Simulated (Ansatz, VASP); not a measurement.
One calculation of Ag, two programs

```
CELL_PARAMETERS angstrom
0.00000 1.96138 2.04310
1.96138 0.00000 2.04310
1.96138 1.96138 0.00000
ATOMIC_POSITIONS crystal
Ag 0.00000 0.00000 0.00000
```

Change from the starting cell: strain -0.040 along x and y, +0.000 along z, atoms carried along.

Alike in both runs: task single point; functional r2SCAN; k mesh 20 × 20 × 20; occupations gaussian, width 0.15 eV; no spin polarisation.

```csv
,VASP,Ansatz
version,VASP 6.6.1,Ansatz 0.2.0
potentials or method,"VASP PAW PBE potentials, release 64 (Ag), cutoff 520 eV","scalar-relativistic, plane waves, PAW"
valence electrons in the cell,11,19
```

|  | VASP | Ansatz | Ansatz less VASP |
| --- | --- | --- | --- |
| gap on the k mesh at the Fermi level (eV) | none | none | - |
| pressure (GPa) | 13.3 | 13.0 | -0.34 |
| traceless stress, the component that is largest in VASP (GPa) | -1.63 | -1.60 | +0.025 |

VASP's potentials were made for PBE, not for r2SCAN. A gap of «none» marks a metal or a gap that the smearing closes. VASP's potentials hold 11 valence electrons a cell and Ansatz's 19, so a difference there can come from the potentials and not from the codes.
